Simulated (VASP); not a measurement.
# Ga (Pm-3m) in VASP: vibrations by perturbation theory with PBE

Aim: the vibrations by perturbation theory of Ga with PBE.

Everything below comes from runs of VASP 6.6.1. Logs are shortened: lines on timing, memory, paths and dates and some standing lists are left out, and cuts for length are marked.

## Step 1: The cell of the first run

It takes space group Pm-3m (No. 221, cubic). Conventional cell: a = 3.939 Å, b = 3.939 Å, c = 3.939 Å, α = 90.00°, β = 90.00°, γ = 90.00°. Ga (site symmetry 4/mmm) has 8 Ga at 2.79 Å within 3.7 Å.

This isn't the form of Ga at room conditions, which is orthorhombic.

## Step 2: Vibrations by perturbation theory, PBE

Contents of INCAR:

```
SYSTEM = Ga
ALGO = Normal
EDIFF = 1E-8
ENCUT = 520
GGA = PE
IBRION = 8
ISIF = 2
ISMEAR = -1
LASPH = .TRUE.
LCHARG = .FALSE.
LREAL = .FALSE.
LWAVE = .FALSE.
NBANDS = 26
NELM = 60
NSW = 1
PREC = Accurate
SIGMA = 0.15
```

Contents of KPOINTS:

```
k-points
0
G
  12 12 12
  0 0 0
```

Contents of POSCAR:

```
Ga
1.0
    3.9388331621      0.0000000000      0.0000000000
    0.0000000000      3.9388331621      0.0000000000
    0.0000000000      0.0000000000      3.9388331621
Ga
3
Direct
    0.0000000000      0.5000000000      0.5000000000
    0.5000000000      0.0000000000      0.5000000000
    0.5000000000      0.5000000000      0.0000000000
```

Potentials or basis: VASP PAW PBE potentials, release 64 (Ga_d).

On the command line:

```sh
> cat potpaw_PBE.64/Ga_d/POTCAR > POTCAR
> mpirun -np 1 vasp_std > vasp.out
```

OUTCAR:

```text
SYSTEM = Ga
   EDIFF = 1E-8
   ENCUT = 520
   GGA = PE
   IBRION = 8
   ISIF = 2
   ISMEAR = -1
   LASPH = .TRUE.
   LREAL = .FALSE.
   NELM = 60
   NSW = 1
   PREC = Accurate

 ion  position               nearest neighbor table
   1  0.000  0.500  0.500-   2 2.79   3 2.79   3 2.79   2 2.79   2 2.79   3 2.79   3 2.79   2 2.79

   2  0.500  0.000  0.500-   1 2.79   3 2.79   3 2.79   1 2.79   3 2.79   3 2.79   1 2.79   1 2.79

   3  0.500  0.500  0.000-   1 2.79   2 2.79   1 2.79   2 2.79   2 2.79   2 2.79   1 2.79   1 2.79

  LATTYP: Found a simple cubic cell.
 ALAT       =     3.9388331621

  Lattice vectors:

 A1 = (   3.9388331621,   0.0000000000,   0.0000000000)
 A2 = (   0.0000000000,   3.9388331621,   0.0000000000)
 A3 = (   0.0000000000,   0.0000000000,   3.9388331621)

Analysis of symmetry for initial positions (statically):
=====================================================================
 Subroutine PRICEL returns:
 Original cell was already a primitive cell.

 Routine SETGRP: Setting up the symmetry group for a
 simple cubic supercell.

 Subroutine GETGRP returns: Found 48 space group operations
 (whereof 48 operations were pure point group operations)
 out of a pool of 48 trial point group operations.

The static configuration has the point symmetry O_h .

Analysis of symmetry for dynamics (positions and initial velocities):
=====================================================================
 Subroutine PRICEL returns:
 Original cell was already a primitive cell.

 Routine SETGRP: Setting up the symmetry group for a
 simple cubic supercell.

 Subroutine GETGRP returns: Found 48 space group operations
 (whereof 48 operations were pure point group operations)
 out of a pool of 48 trial point group operations.

The dynamic configuration has the point symmetry O_h .

 Subroutine INISYM returns: Found 48 space group operations
 (whereof 48 operations are pure point group operations),
 and found     1 'primitive' translations

----------------------------------------------------------------------------------------

                                     Primitive cell

  volume of cell :      61.1087

  direct lattice vectors                    reciprocal lattice vectors
     3.938833162  0.000000000  0.000000000     0.253882294  0.000000000  0.000000000
     0.000000000  3.938833162  0.000000000     0.000000000  0.253882294  0.000000000
     0.000000000  0.000000000  3.938833162     0.000000000  0.000000000  0.253882294

  length of vectors
     3.938833162  3.938833162  3.938833162     0.253882294  0.253882294  0.253882294

  position of ions in fractional coordinates (direct lattice)
     0.000000000  0.500000000  0.500000000
     0.500000000  0.000000000  0.500000000
     0.500000000  0.500000000  0.000000000

  ion indices of the primitive-cell ions
   primitive index   ion index
                 1           1
                 2           2
                 3           3

----------------------------------------------------------------------------------------

 KPOINTS: k-points

Automatic generation of k-mesh.
 Grid dimensions read from file:
 generate k-points for:   12   12   12

 Generating k-lattice:

  Cartesian coordinates                     Fractional coordinates (reciprocal lattice)
     0.021156858  0.000000000  0.000000000     0.083333333  0.000000000  0.000000000
     0.000000000  0.021156858  0.000000000     0.000000000  0.083333333  0.000000000
     0.000000000  0.000000000  0.021156858     0.000000000  0.000000000  0.083333333

  Length of vectors
     0.021156858  0.021156858  0.021156858

  Shift w.r.t. Gamma in fractional coordinates (k-lattice)
     0.000000000  0.000000000  0.000000000

 Subroutine IBZKPT returns following result:
 ===========================================

 Found     84 irreducible k-points:
[... 41 lines left out ...]
   LNONCOLLINEAR =      F non collinear calculations
   LSORBIT =      F    spin-orbit coupling
   LASPH  =      T    aspherical Exc in radial PAW
   ENCUT  =  520.0 eV  38.22 Ry    6.18 a.u.   7.32  7.32  7.32*2*pi/ulx,y,z
   NELM   =     60;   NELMIN=  2; NELMDL= -5     # of ELM steps
   EDIFF  = 0.1E-07   stopping-criterion for ELM
   LREAL  =      F    real-space projection
   EDIFFG = 0.1E-06   stopping-criterion for IOM
   NSW    =      1    number of steps for IOM
   IBRION =      8    ionic relax: 0-MD 1-quasi-New 2-CG
   NFREE  =      0    steps in history (QN), initial steepest desc. (CG)
   ISIF   =      2    stress and relaxation
   ISYM   =      2    0-nonsym 1-usesym 2-fastsym
   POTIM  = 0.5000    time-step for ionic-motion
   TEBEG  =    0.0;   TEEND  =   0.0 temperature during run
   PSTRESS=    0.0 pullay stress
   NELECT =      39.0000    total number of electrons
   NUPDOWN=      -1.0000    fix difference up-down
   EMIN   =  10.00;   EMAX   =-10.00  energy-range for DOS
   EFERMI =   0.00;   METHOD = LEGACY
   ISMEAR =    -1;   SIGMA  =   0.15  broadening in eV -4-tet -1-fermi 0-gaus
   EFERMI_NEDOS =   21; number of points for ismear=-14 and -15
   IALGO  =     38    algorithm
   IMIX   =      4    mixing-type and parameters
     AMIX     =   0.40;   BMIX     =  1.00
     AMIX_MAG =   1.60;   BMIX_MAG =  1.00
  volume/ion in A,a.u.               =      20.37       137.46
  Fermi-wavevector in a.u.,A,eV,Ry     =   1.409490  2.663551 27.030193  1.986663
  Thomas-Fermi vector in A             =   2.531541
   LORBIT       =      0    0 simple, 1 ext, 2 COOP (PROOUT), +10 PAW based schemes
   GGA     = PE    functional components
   LHFCALC =     F    Hartree Fock is set to
   AEXX    =    0.0000 exact exchange contribution
   IVDW    =     0    specifies the selected vdW correction
   LEPSILON=     F    determine dielectric tensor
   LRPA    =     F    only Hartree local field effects (RPA)
 non-spin polarized calculation
  energy-cutoff  :      520.00
  volume of cell :       61.11
 maximum number of plane-waves:      1671
 NGX is ok and might be reduce to    30
   NGX = 15   NGY = 15   NGZ = 15

--------------------------------------- Ionic step        1  -------------------------------------------

 number of electron      38.9999971 magnetization

 Free energy of the ion-electron system (eV)
  ---------------------------------------------------
  ext. energy  EPLUGINS =         0.00000000
  ---------------------------------------------------
  free energy    TOTEN  =        -8.55993804 eV

  energy without entropy =       -8.46653163  energy(sigma->0) =       -8.51323483

 E-fermi :   4.6884     XC(G=0): -10.4686

 val. band max:        4.6846951945   @ k =   0.5000   0.5000   0.2500
 cond. band min:       4.6936410156   @ k =   0.4167   0.0000   0.0000
 fundamental gap:      0.0089458211
 Fermi energy:         4.6883756023

 k-point     1 :       0.0000    0.0000    0.0000
  band No.  band energies     occupation
      1     -10.4929      2.00000
      2     -10.4591      2.00000
      3     -10.4591      2.00000
      4     -10.4591      2.00000
      5     -10.3155      2.00000
      6     -10.3155      2.00000
[... 685 lines left out ...]
     25      10.5824      0.00000
     26      13.1656      0.00000

 [... further k-points ...]

------------------------ aborting loop because EDIFF is reached ----------------------------------------

  FORCE on cell =-STRESS in cart. coord.  units (eV):
  Direction    XX          YY          ZZ          XY          YZ          ZX
  --------------------------------------------------------------------------------------
  -------------------------------------------------------------------------------------
  Total        0.0483283      0.0483283      0.0483283      0.0000000      0.0000000     -0.0000000
  in kB        1.2670951      1.2670951      1.2670951      0.0000000      0.0000000     -0.0000000
  external PRESSURE =       1.2670951 kB  Pullay stress =       0.0000000 kB

 VOLUME and BASIS-vectors are now :
 -----------------------------------------------------------------------------
  energy-cutoff  :      520.00
  volume of cell :       61.11
      direct lattice vectors                 reciprocal lattice vectors
     3.938833162  0.000000000  0.000000000     0.253882294  0.000000000  0.000000000
     0.000000000  3.938833162  0.000000000     0.000000000  0.253882294  0.000000000
     0.000000000  0.000000000  3.938833162     0.000000000  0.000000000  0.253882294

 POSITION                                       TOTAL-FORCE (eV/Angst)
 -----------------------------------------------------------------------------------
      0.00000      1.96942      1.96942         0.000000      0.000000      0.000000
      1.96942      0.00000      1.96942         0.000000      0.000000      0.000000
      1.96942      1.96942      0.00000         0.000000      0.000000      0.000000
 -----------------------------------------------------------------------------------
    total drift:                                0.000000      0.000000     -0.000000

  FREE ENERGIE OF THE ION-ELECTRON SYSTEM (eV)
  ---------------------------------------------------
  free  energy   TOTEN  =        -8.5599380383 eV

  energy  without entropy=       -8.4665316271  energy(sigma->0) =       -8.51323483

[... ionic steps 2 to 3 ...]

--------------------------------------- Ionic step        4  -------------------------------------------

------------------------ aborting loop because EDIFF is reached ----------------------------------------

--------------------------------------- Ionic step        5  -------------------------------------------

 Free energy of the ion-electron system (eV)
  ---------------------------------------------------
  ---------------------------------------------------
  free energy    TOTEN  =        -0.16505034 eV

  energy without entropy =       -0.16505035

------------------------ aborting loop because EDIFF is reached ----------------------------------------

 INTERNAL STRAIN TENSOR  FOR ION    1  DIRECTION 2   (eV/Angst):
 -----------------------------------------------------------------------------
    -0.02475  0.00000  0.00000
     0.00000 -0.01522  0.00000
     0.00000  0.00000  0.02610

 INTERNAL STRAIN TENSOR FOR ION    3 for displacements in x,y,z  (eV/Angst):
          X           Y           Z          XY          YZ          ZX
  --------------------------------------------------------------------------------
  x     0.00000     0.00000     0.00000     0.00000     0.00000     0.00000
  y     0.00000     0.00000     0.00000     0.00000     0.00000     0.00000
  z     0.00000     0.00000     0.00000     0.00000     0.00000     0.00000

 SECOND DERIVATIVES (NOT SYMMETRIZED)
 ------------------------------------
               1X          1Y          1Z          2X          2Y          2Z          3X          3Y          3Z
  1X    -5.199577    0.000000    0.000000    2.599789   -0.000000    0.000000    2.599789    0.000000    0.000000
  1Y     0.000000   -1.904797    0.000000    0.000000    2.599749    0.000000    0.000000   -0.694952    0.000000
  1Z     0.000000    0.000000   -1.904797    0.000000    0.000000   -0.694952    0.000000    0.000000    2.599749
  2X     2.599749    0.000000    0.000000   -1.904797    0.000000    0.000000   -0.694952    0.000000    0.000000
  2Y    -0.000000    2.599789   -0.000000    0.000000   -5.199577   -0.000000    0.000000    2.599789    0.000000
  2Z     0.000000    0.000000   -0.694952    0.000000    0.000000   -1.904797    0.000000    0.000000    2.599749
  3X     2.599749    0.000000    0.000000   -0.694952    0.000000    0.000000   -1.904797    0.000000    0.000000
  3Y     0.000000   -0.694952    0.000000    0.000000    2.599749    0.000000    0.000000   -1.904797    0.000000
  3Z     0.000000    0.000000    2.599789   -0.000000    0.000000    2.599789   -0.000000   -0.000000   -5.199577

 Eigenvectors and eigenvalues of the dynamical matrix
 ----------------------------------------------------

   1 f  =    5.228670 THz    32.852702 2PiTHz  174.409656 cm-1    21.624032 meV
             X         Y         Z           dx          dy          dz
      0.000000  1.969417  1.969417    -0.000000   -0.000000   -0.408246
      1.969417  0.000000  1.969417     0.000000    0.000000   -0.408246
      1.969417  1.969417  0.000000     0.000000   -0.000000    0.816499
[... 43 lines left out ...]
   9 f/i=    0.000019 THz     0.000118 2PiTHz    0.000626 cm-1     0.000078 meV
             X         Y         Z           dx          dy          dz
      0.000000  1.969417  1.969417     0.002703   -0.184752    0.546987
      1.969417  0.000000  1.969417     0.002703   -0.184751    0.546987
      1.969417  1.969417  0.000000     0.002703   -0.184752    0.546983

--------------------------------------------------------------------------------------------------------

 ELASTIC MODULI CONTR FROM IONIC RELAXATION (kBar)
 Direction    XX          YY          ZZ          XY          YZ          ZX
 --------------------------------------------------------------------------------
 XX           0.0000      0.0000      0.0000      0.0000      0.0000      0.0000
 YY           0.0000      0.0000      0.0000      0.0000      0.0000      0.0000
 ZZ           0.0000      0.0000      0.0000      0.0000      0.0000      0.0000
 XY           0.0000      0.0000      0.0000      0.0000      0.0000      0.0000
 YZ           0.0000      0.0000      0.0000      0.0000      0.0000      0.0000
 ZX           0.0000      0.0000      0.0000      0.0000      0.0000      0.0000
 --------------------------------------------------------------------------------
```

It took 24 min on 1 thread of Intel Xeon Platinum 8259CL at 2.50GHz (Skylake/Cascade Lake), shared host; peak memory 0.96 GiB.

What came out:

| Item | Value |
| --- | --- |
| Highest phonon frequency at Γ | 174 cm⁻¹ |

Phonon frequencies in cm⁻¹ (negative: imaginary):
| q point | frequencies |
| --- | --- |
| (0.000, 0.000, 0.000) | 0 0 0 69 69 69 174 174 174 |
